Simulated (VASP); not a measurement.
# Cd (P6_3/mmc) in VASP: electric field gradients with PBEsol

Aim: the electric field gradients of Cd with PBEsol.

Program: VASP 6.6.1. These are calculated values, not measurements. Logs are shortened: lines on timing, memory, paths and dates and some standing lists are left out, and cuts for length are marked.

## (1) The cell of the first run

It takes space group P6_3/mmc (No. 194, hexagonal). The conventional cell has a = 2.928 Å, b = 2.928 Å, c = 5.522 Å, α = 90.00°, β = 90.00°, γ = 120.00°. Cd (site symmetry -6m2) has 12 Cd at 2.93 to 3.24 Å within 3.9 Å.

## (2) Electric field gradients, PBEsol (20.51 Å³/atom)

Contents of INCAR:

```
PREC     = Accurate       # precision mode
ENCUT    = 470            # plane-wave cutoff, eV
EDIFF    = 1E-8           # SCF threshold, eV
ISMEAR   = -1             # smearing method
SIGMA    = 0.05           # smearing width, eV
LREAL    = F              # projectors in reciprocal space
LASPH    = T              # aspherical terms in the spheres
NELM     = 120            # most SCF steps
ALGO     = Normal         # electronic algorithm
ISIF     = 2              # what is computed and relaxed
LWAVE    = F              # write WAVECAR
LCHARG   = F              # write CHGCAR
GGA      = PS             # functional
LEFG     = T            
NBANDS   = 27             # bands
GGA_COMPAT= F
```

Contents of KPOINTS:

```
regular mesh
0
Gamma
  14 14 7
```

Contents of POSCAR:

```
Cd
1.0
    2.9283733878      0.0000000000      0.0000000000
   -1.4641866939      2.5360457456      0.0000000000
    0.0000000000      0.0000000000      5.5224171956
Cd
2
Direct
    0.3333333333      0.6666666667      0.2500000000
    0.6666666667      0.3333333333      0.7500000000
```

Potentials or basis: VASP PAW PBE potentials, release 64 (Cd_sv_GW).

Started as:

```console
cat potpaw_PBE.64/Cd_sv_GW/POTCAR > POTCAR
mpirun -np 1 vasp_std > vasp.out
```

OUTCAR:

```text
PREC = Accurate
   ENCUT = 470
   EDIFF = 1E-8
   ISMEAR = -1
   LREAL = F
   LASPH = T
   NELM = 120
   ISIF = 2
   GGA = PS

 ion  position               nearest neighbor table
   1  0.333  0.667  0.250-
   2  0.667  0.333  0.750-

  LATTYP: Found a hexagonal cell.
 ALAT       =     2.9283733878
 C/A-ratio  =     1.8858309595

  Lattice vectors:

 A1 = (   2.9283733878,   0.0000000000,   0.0000000000)
 A2 = (  -1.4641866939,   2.5360457456,   0.0000000000)
 A3 = (   0.0000000000,   0.0000000000,   5.5224171956)

Analysis of symmetry for initial positions (statically):
=====================================================================
 Subroutine PRICEL returns:
 Original cell was already a primitive cell.

 Routine SETGRP: Setting up the symmetry group for a
 hexagonal supercell.

 Subroutine GETGRP returns: Found 24 space group operations
 (whereof 12 operations were pure point group operations)
 out of a pool of 24 trial point group operations.

The static configuration has the point symmetry D_3d.
 The point group associated with its full space group is D_6h.

Analysis of symmetry for dynamics (positions and initial velocities):
=====================================================================
 Subroutine PRICEL returns:
 Original cell was already a primitive cell.

 Routine SETGRP: Setting up the symmetry group for a
 hexagonal supercell.

 Subroutine GETGRP returns: Found 24 space group operations
 (whereof 12 operations were pure point group operations)
 out of a pool of 24 trial point group operations.

The dynamic configuration has the point symmetry D_3d.
 The point group associated with its full space group is D_6h.

 Subroutine INISYM returns: Found 24 space group operations
 (whereof 12 operations are pure point group operations),
 and found     1 'primitive' translations

----------------------------------------------------------------------------------------

                                     Primitive cell

  volume of cell :      41.0122

  direct lattice vectors                    reciprocal lattice vectors
     2.928373388  0.000000000  0.000000000     0.341486507  0.197157327  0.000000000
    -1.464186694  2.536045746  0.000000000     0.000000000  0.394314654  0.000000000
     0.000000000  0.000000000  5.522417196     0.000000000  0.000000000  0.181080126

  length of vectors
     2.928373388  2.928373388  5.522417196     0.394314654  0.394314654  0.181080126

  position of ions in fractional coordinates (direct lattice)
     0.333333333  0.666666667  0.250000000
     0.666666667  0.333333333  0.750000000

  ion indices of the primitive-cell ions
   primitive index   ion index
                 1           1
                 2           2

----------------------------------------------------------------------------------------

 KPOINTS: regular mesh

Automatic generation of k-mesh.
 Grid dimensions read from file:
 generate k-points for:   14   14    7

 Generating k-lattice:

  Cartesian coordinates                     Fractional coordinates (reciprocal lattice)
     0.024391893  0.014082666  0.000000000     0.071428571 -0.000000000  0.000000000
     0.000000000  0.028165332  0.000000000     0.000000000  0.071428571  0.000000000
     0.000000000  0.000000000  0.025868589     0.000000000  0.000000000  0.142857143

  Length of vectors
     0.028165332  0.028165332  0.025868589

  Shift w.r.t. Gamma in fractional coordinates (k-lattice)
     0.000000000  0.000000000  0.000000000

 Subroutine IBZKPT returns following result:
 ===========================================

 Found     96 irreducible k-points:

 Following reciprocal coordinates:
            Coordinates               Weight
  0.000000  0.000000  0.000000      1.000000
  0.071429 -0.000000  0.000000      6.000000
  0.142857 -0.000000  0.000000      6.000000
  0.214286 -0.000000  0.000000      6.000000
  0.285714 -0.000000  0.000000      6.000000
  0.357143 -0.000000  0.000000      6.000000
[... 16 lines left out ...]
  0.285714  0.285714  0.000000      6.000000
  0.357143  0.285714  0.000000      6.000000
 [... further k-points ...]
   k-points           NKPTS =     96   k-points in BZ     NKDIM =     96   number of bands    NBANDS=     27
   number of dos      NEDOS =    301   number of ions     NIONS =      2
   total plane-waves  NPLWV =  23040
   dimension x,y,z NGX =    24 NGY =   24 NGZ =   40
   dimension x,y,z NGXF=    48 NGYF=   48 NGZF=   80
   ions per type =               2
   NGX,Y,Z   is equivalent  to a cutoff of  13.62, 13.62, 12.04 a.u.
   NGXF,Y,Z  is equivalent  to a cutoff of  27.25, 27.25, 24.08 a.u.
 SYSTEM =  unknown system
   PREC   = accura    normal or accurate (medium, high low for compatibility)
   ISTART =      0    job   : 0-new  1-cont  2-samecut
   ICHARG =      2    charge: 1-file 2-atom 10-const
   ISPIN  =      1    spin polarized calculation?
   LNONCOLLINEAR =      F non collinear calculations
   LSORBIT =      F    spin-orbit coupling
   LASPH  =      T    aspherical Exc in radial PAW
   ENCUT  =  470.0 eV  34.54 Ry    5.88 a.u.   5.18  5.18  9.76*2*pi/ulx,y,z
   NELM   =    120;   NELMIN=  2; NELMDL= -5     # of ELM steps
   EDIFF  = 0.1E-07   stopping-criterion for ELM
   LREAL  =      F    real-space projection
   EDIFFG = 0.1E-06   stopping-criterion for IOM
   NSW    =      0    number of steps for IOM
   IBRION =     -1    ionic relax: 0-MD 1-quasi-New 2-CG
   NFREE  =      0    steps in history (QN), initial steepest desc. (CG)
   ISIF   =      2    stress and relaxation
   ISYM   =      2    0-nonsym 1-usesym 2-fastsym
   POTIM  = 0.5000    time-step for ionic-motion
   TEBEG  =    0.0;   TEEND  =   0.0 temperature during run
   PSTRESS=    0.0 pullay stress
   NELECT =      40.0000    total number of electrons
   NUPDOWN=      -1.0000    fix difference up-down
   EMIN   =  10.00;   EMAX   =-10.00  energy-range for DOS
   EFERMI =   0.00;   METHOD = LEGACY
   ISMEAR =    -1;   SIGMA  =   0.05  broadening in eV -4-tet -1-fermi 0-gaus
   EFERMI_NEDOS =   21; number of points for ismear=-14 and -15
   IALGO  =     38    algorithm
   IMIX   =      4    mixing-type and parameters
     AMIX     =   0.40;   BMIX     =  1.00
     AMIX_MAG =   1.60;   BMIX_MAG =  1.00
  volume/ion in A,a.u.               =      20.51       138.38
  Fermi-wavevector in a.u.,A,eV,Ry     =   1.623519  3.068005 35.862404  2.635812
  Thomas-Fermi vector in A             =   2.716955
   LORBIT       =      0    0 simple, 1 ext, 2 COOP (PROOUT), +10 PAW based schemes
   GGA     = PS    functional components
   LHFCALC =     F    Hartree Fock is set to
   AEXX    =    0.0000 exact exchange contribution
   IVDW    =     0    specifies the selected vdW correction
   LEPSILON=     F    determine dielectric tensor
   LRPA    =     F    only Hartree local field effects (RPA)
 non-spin polarized calculation
  energy-cutoff  :      470.00
  volume of cell :       41.01
 maximum number of plane-waves:       961
 NGX is ok and might be reduce to    24
   NGX = 11   NGY = 11   NGZ = 19

 number of electron      39.9999970 magnetization

 Free energy of the ion-electron system (eV)
  ---------------------------------------------------
  ext. energy  EPLUGINS =         0.00000000
  ---------------------------------------------------
  free energy    TOTEN  =        -2.50312638 eV

  energy without entropy =       -2.49700812  energy(sigma->0) =       -2.50006725

 E-fermi :   6.9127     XC(G=0): -11.7768

 val. band max:        6.9016803889   @ k =   0.3571   0.0714   0.0000
 cond. band min:       6.9394390424   @ k =   0.2143   0.1429   0.0000
 fundamental gap:      0.0377586535
 Fermi energy:         6.9126990307

 k-point     1 :       0.0000    0.0000    0.0000
  band No.  band energies     occupation
      1     -96.1437      2.00000
      2     -96.1420      2.00000
      3     -57.2388      2.00000
      4     -57.2138      2.00000
      5     -57.1937      2.00000
      6     -57.1937      2.00000
[... 19 lines left out ...]
     26      22.1124      0.00000
     27      22.2923      0.00000

 k-point     2 :       0.0714   -0.0000    0.0000
  band No.  band energies     occupation
      1     -96.1433      2.00000
      2     -96.1413      2.00000
      3     -57.2375      2.00000
      4     -57.2137      2.00000
      5     -57.1962      2.00000
      6     -57.1943      2.00000
[... 652 lines left out ...]
 k-point    24 :       0.3571    0.2857    0.0000
  band No.  band energies     occupation
      1     -96.1375      2.00000
      2     -96.1372      2.00000
      3     -57.2455      2.00000
      4     -57.2423      2.00000
      5     -57.2353      2.00000
      6     -57.2323      2.00000
[... 19 lines left out ...]
     26      13.1428      0.00000
     27      14.9880      0.00000

 [... further k-points ...]
[... 5 lines left out ...]
  --------------------------------------------------------------------------------------
  -------------------------------------------------------------------------------------
  Total       -0.1767387     -0.1767387     -0.6166663      0.0000000     -0.0000000     -0.0000000
  in kB       -6.9044566     -6.9044566    -24.0906239      0.0000000     -0.0000000     -0.0000000
  external PRESSURE =     -12.6331790 kB  Pullay stress =       0.0000000 kB

 VOLUME and BASIS-vectors are now :
 -----------------------------------------------------------------------------
  energy-cutoff  :      470.00
  volume of cell :       41.01
      direct lattice vectors                 reciprocal lattice vectors
     2.928373388  0.000000000  0.000000000     0.341486507  0.197157327  0.000000000
    -1.464186694  2.536045746  0.000000000     0.000000000  0.394314654  0.000000000
     0.000000000  0.000000000  5.522417196     0.000000000  0.000000000  0.181080126

 POSITION                                       TOTAL-FORCE (eV/Angst)
 -----------------------------------------------------------------------------------
     -0.00000      1.69070      1.38060         0.000000     -0.000000      0.000000
      1.46419      0.84535      4.14181        -0.000000      0.000000      0.000000
 -----------------------------------------------------------------------------------
    total drift:                                0.000000     -0.000000      0.000000

  FREE ENERGIE OF THE ION-ELECTRON SYSTEM (eV)
  ---------------------------------------------------
  free  energy   TOTEN  =        -2.5031263800 eV

  energy  without entropy=       -2.4970081226  energy(sigma->0) =       -2.50006725

 Electric field gradients (V/A^2)
---------------------------------------------------------------------
 ion       V_xx      V_yy      V_zz      V_xy      V_xz      V_yz
---------------------------------------------------------------------
   1     -43.815   -43.810    87.624     0.004    -0.000     0.000
   2     -43.815   -43.810    87.624     0.004     0.000    -0.000
---------------------------------------------------------------------

 Electric field gradients after diagonalization (V/A^2)
 (convention: |V_zz| > |V_xx| > |V_yy|)
----------------------------------------------------------------------
 ion       V_xx      V_yy      V_zz     asymmetry (V_yy - V_xx)/ V_zz
----------------------------------------------------------------------
   1     -43.817   -43.807    87.624       0.000
   2     -43.817   -43.807    87.624       0.000
----------------------------------------------------------------------

           NMR quadrupolar parameters

 Cq : quadrupolar parameter    Cq=e*Q*V_zz/h
 eta: asymmetry parameters     (V_yy - V_xx)/ V_zz
 Q  : nuclear electric quadrupole moment in mb (millibarn)
----------------------------------------------------------------------
 ion       Cq(MHz)       eta       Q (mb)
----------------------------------------------------------------------
   1       0.212       0.000       1.000
   2       0.212       0.000       1.000
----------------------------------------------------------------------
```

Run time: 2.4 min. Hardware: 1 thread of AMD EPYC 7R43 (Zen 3), shared host; peak memory 0.18 GiB.

What came out:

```
Free energy                             : -2.5031 eV
Pressure                                : -1.3 GPa
Band gap on the k mesh                  : zero (bands 20 and 21 overlap by 4.33 eV)
Largest electric field gradient by atom : Cd +87.6 V/Å²
```

Levels at points of the mesh, in eV from the Fermi level:
```csv
k point,band 16,band 17,band 18,band 19,band 20,band 21,band 22,band 23,band 24,band 25
"(0.00, 0.00, 0.00)",-8.74,-8.74,-8.45,-8.45,-3.31,-2.99,10.57,13.85,15.09,15.20
"(0.50, 0.00, 0.00)",-8.49,-8.16,-8.14,-2.51,-1.87,2.04,3.02,3.43,5.38,8.43
```

Electric field gradients, principal values (V/Å²):
```tsv
atom	least	middle	greatest (by size)
1 Cd	-43.807	-43.817	87.624
2 Cd	-43.807	-43.817	87.624
```

Caveat: without QUAD_EFG the Cq values of the log hold for a quadrupole moment of 1 mb, not for the nuclei; the PAW data sets were made with another functional, which shifts forces and pressure a little.

The gap in the log of VASP goes by the Fermi energy; the results here count the filled bands.